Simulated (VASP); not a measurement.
# FeO (Fm-3m) in VASP: further runs

Runs on FeO. Level: LDA+U. Tasks: single point.

Everything below comes from runs of VASP 6.6.1. Logs are shortened: lines on timing, memory, paths and dates and some standing lists are left out, and cuts for length are marked.

## 1. The cell of the first run

It takes space group Fm-3m (No. 225, cubic). Conventional cell: a = 4.311 Å, b = 4.311 Å, c = 4.311 Å, α = 90.00°, β = 90.00°, γ = 90.00°. Within 2.9 Å of Fe (site symmetry m-3m) lie 6 O at 2.16 Å. O (site symmetry m-3m) has 6 Fe at 2.16 Å within 2.9 Å.

## 2. Single point, LDA+U, collinear spin, ferromagnetic start

Input file INCAR:

```
PREC = Accurate
ENCUT = 520
EDIFF = 1E-7
ISMEAR = 0
SIGMA = 0.05
LREAL = False
LASPH = True
NELM = 150
ALGO = Normal
ISIF = 2
LWAVE = False
LCHARG = False
ISPIN = 2
MAGMOM = 3.78 0.25
LORBIT = 11
LMAXMIX = 4
LDAU = True
LDAUTYPE = 1
LDAUL = 2 -1
LDAUU = 5 0
LDAUJ = 0.9 0
LDAUPRINT = 1
NBANDS = 18
```

Input file KPOINTS:

```
Automatic mesh
0
Gamma
  8 8 8
```

Input file POSCAR:

```
FeO
1.0
    0.0000000000      2.1554001600      2.1554001600
    2.1554001600      0.0000000000      2.1554001600
    2.1554001600      2.1554001600      0.0000000000
Fe O
1 1
Direct
    0.0000000000      0.0000000000      0.0000000000
    0.5000000000      0.5000000000      0.5000000000
```

Potentials or basis: VASP PAW LDA potentials, release 64 (Fe, O).

Command:

```bash
> cat potpaw_LDA.64/Fe/POTCAR potpaw_LDA.64/O/POTCAR > POTCAR
> mpirun -np 1 vasp_std > vasp.out
```

OUTCAR:

```text
PREC = Accurate
   ENCUT = 520
   EDIFF = 1E-7
   ISMEAR = 0
   LREAL = False
   LASPH = True
   NELM = 150
   ISIF = 2
   ISPIN = 2
   LORBIT = 11

 ion  position               nearest neighbor table
   1  0.000  0.000  0.000-   2 2.16   2 2.16   2 2.16   2 2.16   2 2.16   2 2.16
   2  0.500  0.500  0.500-   1 2.16   1 2.16   1 2.16   1 2.16   1 2.16   1 2.16

  LATTYP: Found a face centered cubic cell.
 ALAT       =     4.3108003200

  Lattice vectors:

 A1 = (   0.0000000000,   2.1554001600,   2.1554001600)
 A2 = (   2.1554001600,   0.0000000000,   2.1554001600)
 A3 = (   2.1554001600,   2.1554001600,   0.0000000000)

Analysis of symmetry for initial positions (statically):
=====================================================================
 Subroutine PRICEL returns:
 Original cell was already a primitive cell.

 Routine SETGRP: Setting up the symmetry group for a
 face centered cubic supercell.

 Subroutine GETGRP returns: Found 48 space group operations
 (whereof 48 operations were pure point group operations)
 out of a pool of 48 trial point group operations.

The static configuration has the point symmetry O_h .

Analysis of symmetry for dynamics (positions and initial velocities):
=====================================================================
 Subroutine PRICEL returns:
 Original cell was already a primitive cell.

 Routine SETGRP: Setting up the symmetry group for a
 face centered cubic supercell.

 Subroutine GETGRP returns: Found 48 space group operations
 (whereof 48 operations were pure point group operations)
 out of a pool of 48 trial point group operations.

The dynamic configuration has the point symmetry O_h .

Analysis of structural, dynamic, and magnetic symmetry:
=====================================================================
 Subroutine PRICEL returns:
 Original cell was already a primitive cell.

 Routine SETGRP: Setting up the symmetry group for a
 face centered cubic supercell.

 Subroutine GETGRP returns: Found 48 space group operations
 (whereof 48 operations were pure point group operations)
 out of a pool of 48 trial point group operations.

The overall configuration has the point symmetry O_h .

 Subroutine INISYM returns: Found 48 space group operations
 (whereof 48 operations are pure point group operations),
 and found     1 'primitive' translations

----------------------------------------------------------------------------------------

                                     Primitive cell

  volume of cell :      20.0269

  direct lattice vectors                    reciprocal lattice vectors
     0.000000000  2.155400160  2.155400160    -0.231975486  0.231975486  0.231975486
     2.155400160  0.000000000  2.155400160     0.231975486 -0.231975486  0.231975486
     2.155400160  2.155400160  0.000000000     0.231975486  0.231975486 -0.231975486

  length of vectors
     3.048196139  3.048196139  3.048196139     0.401793328  0.401793328  0.401793328

  position of ions in fractional coordinates (direct lattice)
     0.000000000  0.000000000  0.000000000
     0.500000000  0.500000000  0.500000000

  ion indices of the primitive-cell ions
   primitive index   ion index
                 1           1
                 2           2

----------------------------------------------------------------------------------------

 KPOINTS: Automatic mesh

Automatic generation of k-mesh.
 Grid dimensions read from file:
 generate k-points for:    8    8    8

 Generating k-lattice:

  Cartesian coordinates                     Fractional coordinates (reciprocal lattice)
    -0.028996936  0.028996936  0.028996936     0.125000000  0.000000000  0.000000000
     0.028996936 -0.028996936  0.028996936     0.000000000  0.125000000  0.000000000
     0.028996936  0.028996936 -0.028996936     0.000000000  0.000000000  0.125000000

  Length of vectors
     0.050224166  0.050224166  0.050224166

  Shift w.r.t. Gamma in fractional coordinates (k-lattice)
     0.000000000  0.000000000  0.000000000

 Subroutine IBZKPT returns following result:
 ===========================================

 Found     29 irreducible k-points:

 Following reciprocal coordinates:
            Coordinates               Weight
  0.000000  0.000000  0.000000      1.000000
  0.125000  0.000000  0.000000      8.000000
  0.250000  0.000000  0.000000      8.000000
  0.375000  0.000000  0.000000      8.000000
  0.500000  0.000000  0.000000      4.000000
  0.125000  0.125000  0.000000      6.000000
[... 16 lines left out ...]
  0.500000  0.250000  0.125000     48.000000
 -0.375000  0.250000  0.125000     24.000000
 [... further k-points ...]
   k-points           NKPTS =     29   k-points in BZ     NKDIM =     29   number of bands    NBANDS=     18
   number of dos      NEDOS =    301   number of ions     NIONS =      2
   total plane-waves  NPLWV =  13824
   dimension x,y,z NGX =    24 NGY =   24 NGZ =   24
   dimension x,y,z NGXF=    48 NGYF=   48 NGZF=   48
   ions per type =               1   1
   NGX,Y,Z   is equivalent  to a cutoff of  13.09, 13.09, 13.09 a.u.
   NGXF,Y,Z  is equivalent  to a cutoff of  26.18, 26.18, 26.18 a.u.
 SYSTEM =  unknown system
   PREC   = accura    normal or accurate (medium, high low for compatibility)
   ISTART =      0    job   : 0-new  1-cont  2-samecut
   ICHARG =      2    charge: 1-file 2-atom 10-const
   ISPIN  =      2    spin polarized calculation?
   LNONCOLLINEAR =      F non collinear calculations
   LSORBIT =      F    spin-orbit coupling
   LASPH  =      T    aspherical Exc in radial PAW
   ENCUT  =  520.0 eV  38.22 Ry    6.18 a.u.   5.67  5.67  5.67*2*pi/ulx,y,z
   NELM   =    150;   NELMIN=  2; NELMDL= -5     # of ELM steps
   EDIFF  = 0.1E-06   stopping-criterion for ELM
   LREAL  =      F    real-space projection
   EDIFFG = 0.1E-05   stopping-criterion for IOM
   NSW    =      0    number of steps for IOM
   IBRION =     -1    ionic relax: 0-MD 1-quasi-New 2-CG
   NFREE  =      0    steps in history (QN), initial steepest desc. (CG)
   ISIF   =      2    stress and relaxation
   ISYM   =      2    0-nonsym 1-usesym 2-fastsym
   POTIM  = 0.5000    time-step for ionic-motion
   TEBEG  =    0.0;   TEEND  =   0.0 temperature during run
   PSTRESS=    0.0 pullay stress
   NELECT =      14.0000    total number of electrons
   NUPDOWN=      -1.0000    fix difference up-down
   EMIN   =  10.00;   EMAX   =-10.00  energy-range for DOS
   EFERMI =   0.00;   METHOD = LEGACY
   ISMEAR =     0;   SIGMA  =   0.05  broadening in eV -4-tet -1-fermi 0-gaus
   EFERMI_NEDOS =   21; number of points for ismear=-14 and -15
   IALGO  =     38    algorithm
   IMIX   =      4    mixing-type and parameters
     AMIX     =   0.40;   BMIX     =  1.00
     AMIX_MAG =   1.60;   BMIX_MAG =  1.00
  volume/ion in A,a.u.               =      10.01        67.57
  Fermi-wavevector in a.u.,A,eV,Ry     =   1.452935  2.745650 28.722183  2.111021
  Thomas-Fermi vector in A             =   2.570260
   LORBIT       =     11    0 simple, 1 ext, 2 COOP (PROOUT), +10 PAW based schemes
 LDA+U is selected, type is set to LDAUTYPE =  1
   angular momentum for each species LDAUL =     2   -1
   U (eV)           for each species LDAUU =   5.0  0.0
   J (eV)           for each species LDAUJ =   0.9  0.0
   GGA     = CA    functional components
   LHFCALC =     F    Hartree Fock is set to
   AEXX    =    0.0000 exact exchange contribution
   IVDW    =     0    specifies the selected vdW correction
   LEPSILON=     F    determine dielectric tensor
   LRPA    =     F    only Hartree local field effects (RPA)
 spin polarized calculation
 Gauss-broadening in eV      SIGMA  =   0.05
  energy-cutoff  :      520.00
  volume of cell :       20.03
 maximum number of plane-waves:       553
   NGX = 11   NGY = 11   NGZ = 11

atom =   1  type =  1  l = 2

 onsite density matrix

spin component  1

  0.9663 -0.0000  0.0000  0.0000  0.0000
 -0.0000  0.9663 -0.0000  0.0000  0.0000
  0.0000 -0.0000  1.0180 -0.0000 -0.0000
  0.0000  0.0000 -0.0000  0.9663 -0.0000
  0.0000  0.0000 -0.0000 -0.0000  1.0180

spin component  2

  0.3176 -0.0000  0.0000 -0.0000 -0.0000
 -0.0000  0.3176  0.0000 -0.0000 -0.0000
  0.0000  0.0000  0.1166  0.0000 -0.0000
 -0.0000 -0.0000  0.0000  0.3176 -0.0000
 -0.0000 -0.0000 -0.0000 -0.0000  0.1166

 occupancies and eigenvectors

  o =  0.1166  v =  0.0000  0.0000  0.0000  0.0000  0.0000  0.0000  0.0000  0.9988  0.0000  0.0483      0.0000  0.0000  0.0000  0.0000  0.0000  0.0000  0.0000  0.0000  0.0000  0.0000
  o =  0.1166  v =  0.0000  0.0000  0.0000  0.0000  0.0000  0.0000  0.0000  0.0483 -0.0000 -0.9988      0.0000  0.0000  0.0000  0.0000  0.0000  0.0000  0.0000  0.0000  0.0000  0.0000
  o =  0.3176  v =  0.0000  0.0000  0.0000  0.0000  0.0000  0.0000  1.0000 -0.0000 -0.0096  0.0000      0.0000  0.0000  0.0000  0.0000  0.0000  0.0000  0.0000  0.0000  0.0000  0.0000
  o =  0.3176  v =  0.0000  0.0000  0.0000  0.0000  0.0000  1.0000  0.0000  0.0000  0.0000  0.0000      0.0000  0.0000  0.0000  0.0000  0.0000  0.0000  0.0000  0.0000  0.0000  0.0000
  o =  0.3176  v =  0.0000  0.0000  0.0000  0.0000  0.0000  0.0000  0.0096 -0.0000  1.0000  0.0000      0.0000  0.0000  0.0000  0.0000  0.0000  0.0000  0.0000  0.0000  0.0000  0.0000
  o =  0.9663  v =  0.0000  0.0282 -0.0000  0.9996  0.0000  0.0000  0.0000  0.0000  0.0000  0.0000      0.0000  0.0000  0.0000  0.0000  0.0000  0.0000  0.0000  0.0000  0.0000  0.0000
  o =  0.9663  v =  0.0000 -0.9996 -0.0000  0.0282 -0.0000  0.0000  0.0000  0.0000  0.0000  0.0000      0.0000  0.0000  0.0000  0.0000  0.0000  0.0000  0.0000  0.0000  0.0000  0.0000
  o =  0.9663  v =  1.0000  0.0000  0.0000  0.0000  0.0000  0.0000  0.0000  0.0000  0.0000  0.0000      0.0000  0.0000  0.0000  0.0000  0.0000  0.0000  0.0000  0.0000  0.0000  0.0000
  o =  1.0180  v =  0.0000 -0.0000 -0.0071 -0.0000  1.0000  0.0000  0.0000  0.0000  0.0000  0.0000      0.0000  0.0000  0.0000  0.0000  0.0000  0.0000  0.0000  0.0000  0.0000  0.0000
  o =  1.0180  v =  0.0000  0.0000 -1.0000 -0.0000 -0.0071  0.0000  0.0000  0.0000  0.0000  0.0000      0.0000  0.0000  0.0000  0.0000  0.0000  0.0000  0.0000  0.0000  0.0000  0.0000

 number of electron      13.9999998 magnetization       4.0039078

 Free energy of the ion-electron system (eV)
  ---------------------------------------------------
  ext. energy  EPLUGINS =         0.00000000
  ---------------------------------------------------
  free energy    TOTEN  =       -14.35902403 eV

  energy without entropy =      -14.35725805  energy(sigma->0) =      -14.35814104

 E-fermi :   6.2834     XC(G=0): -12.6153

 val. band max:        6.2605348824   @ k =  -0.3750   0.2500   0.0000
 cond. band min:       6.3247616322   @ k =   0.2500   0.1250   0.0000
 fundamental gap:      0.0642267498
 Fermi energy:         6.2833666099

 spin component 1

 k-point     1 :       0.0000    0.0000    0.0000
  band No.  band energies     occupation
      1     -14.3275      1.00000
      2      -0.0099      1.00000
      3      -0.0099      1.00000
      4       0.2094      1.00000
      5       0.2094      1.00000
      6       0.2094      1.00000
[... 10 lines left out ...]
     17      26.3317      0.00000
     18      27.0059      0.00000
[... 463 lines left out ...]
 k-point    24 :      -0.3750    0.2500    0.1250
  band No.  band energies     occupation
      1     -13.0857      1.00000
      2      -2.4764      1.00000
      3      -1.6550      1.00000
      4      -1.6473      1.00000
      5       0.7438      1.00000
      6       0.9642      1.00000
[... 10 lines left out ...]
     17      32.0480      0.00000
     18      32.4985      0.00000

 [... further k-points ...]

 spin component 2

 k-point     1 :       0.0000    0.0000    0.0000
  band No.  band energies     occupation
      1     -13.8989      1.00000
      2       2.7845      1.00000
      3       2.7845      1.00000
      4       2.7845      1.00000
      5       5.5156      1.00000
      6       5.5156      1.00000
[... 10 lines left out ...]
     17      27.6634      0.00000
     18      31.9781      0.00000
[... 463 lines left out ...]
 k-point    24 :      -0.3750    0.2500    0.1250
  band No.  band energies     occupation
      1     -12.5598      1.00000
      2      -1.3006      1.00000
      3       0.5195      1.00000
      4       1.1573      1.00000
      5       6.3652      0.01029
      6       6.4593      0.00000
[... 10 lines left out ...]
     17      32.9188      0.00000
     18      34.8798      0.00000

 [... further k-points ...]

------------------------ aborting loop because EDIFF is reached ----------------------------------------

  FORCE on cell =-STRESS in cart. coord.  units (eV):
  Direction    XX          YY          ZZ          XY          YZ          ZX
  --------------------------------------------------------------------------------------
  -------------------------------------------------------------------------------------
  Total       -1.9646696     -1.9646696     -1.9646696     -0.0000000      0.0000000      0.0000000
  in kB     -157.1760524   -157.1760524   -157.1760524     -0.0000000      0.0000000      0.0000000
  external PRESSURE =    -157.1760524 kB  Pullay stress =       0.0000000 kB

 VOLUME and BASIS-vectors are now :
 -----------------------------------------------------------------------------
  energy-cutoff  :      520.00
  volume of cell :       20.03
      direct lattice vectors                 reciprocal lattice vectors
     0.000000000  2.155400160  2.155400160    -0.231975486  0.231975486  0.231975486
     2.155400160  0.000000000  2.155400160     0.231975486 -0.231975486  0.231975486
     2.155400160  2.155400160  0.000000000     0.231975486  0.231975486 -0.231975486

 POSITION                                       TOTAL-FORCE (eV/Angst)
 -----------------------------------------------------------------------------------
      0.00000      0.00000      0.00000        -0.000000     -0.000000     -0.000000
      2.15540      2.15540      2.15540         0.000000      0.000000      0.000000
 -----------------------------------------------------------------------------------
    total drift:                                0.000000     -0.000000      0.000000

  FREE ENERGIE OF THE ION-ELECTRON SYSTEM (eV)
  ---------------------------------------------------
  free  energy   TOTEN  =       -14.3590240341 eV

  energy  without entropy=      -14.3572580543  energy(sigma->0) =      -14.35814104

 total charge

# of ion       s       p       d       tot
------------------------------------------
    1        0.300   0.374   6.097   6.771
    2        1.540   3.433   0.000   4.973
--------------------------------------------------
tot          1.840   3.807   6.097  11.744

 magnetization (x)

# of ion       s       p       d       tot
------------------------------------------
    1        0.023   0.020   3.744   3.787
    2        0.022   0.192   0.000   0.214
--------------------------------------------------
tot          0.045   0.212   3.744   4.001
```

Wall time 7.3 s (1 thread of Intel Xeon 6975P-C (Granite Rapids), shared host); peak memory 0.14 GiB.

What came out:

| Item | Value |
| --- | --- |
| Free energy | -14.3590 eV |
| Pressure | -15.7 GPa |
| Band gap on the k mesh | zero (filled and empty bands overlap) |
| Net moment | 4.00 μB per cell |
| Site moments | Fe +3.79; O +0.21 μB |
| Valence electrons inside the program's atomic spheres | Fe 6.77; O 4.97 |

Levels at points of the mesh, in eV from the Fermi level:
Spin up:
```tsv
k point	band 7	band 8	band 9	band 10	band 11	band 12
(0.00, 0.00, 0.00)	-3.94	-3.94	-3.94	-0.15	14.98	15.20
(0.50, 0.00, 0.00)	-4.32	-1.64	-1.64	3.68	8.05	12.00
(0.50, 0.50, 0.00)	-5.15	-5.08	-5.08	4.78	8.41	9.20
```
Spin down:
```tsv
k point	band 2	band 3	band 4	band 5	band 6	band 7	band 8	band 9
(0.00, 0.00, 0.00)	-3.50	-3.50	-3.50	-0.77	-0.77	-0.77	0.55	0.96
(0.50, 0.00, 0.00)	-8.29	-5.11	-5.11	0.40	0.40	0.55	3.34	3.34
(0.50, 0.50, 0.00)	-7.17	-4.69	-4.69	-2.17	0.74	0.74	1.53	1.89
```

Eigenvalues of the final occupation matrices:
```csv
site,spin,trace,eigenvalues
site 1 d,1,4.93,0.97 0.97 0.97 1.02 1.02
site 1 d,2,1.19,0.12 0.12 0.32 0.32 0.32
```

Caveat: a cell with one magnetic atom can't hold antiferromagnetic order, which such compounds often take.

[end of part 1 of 2]
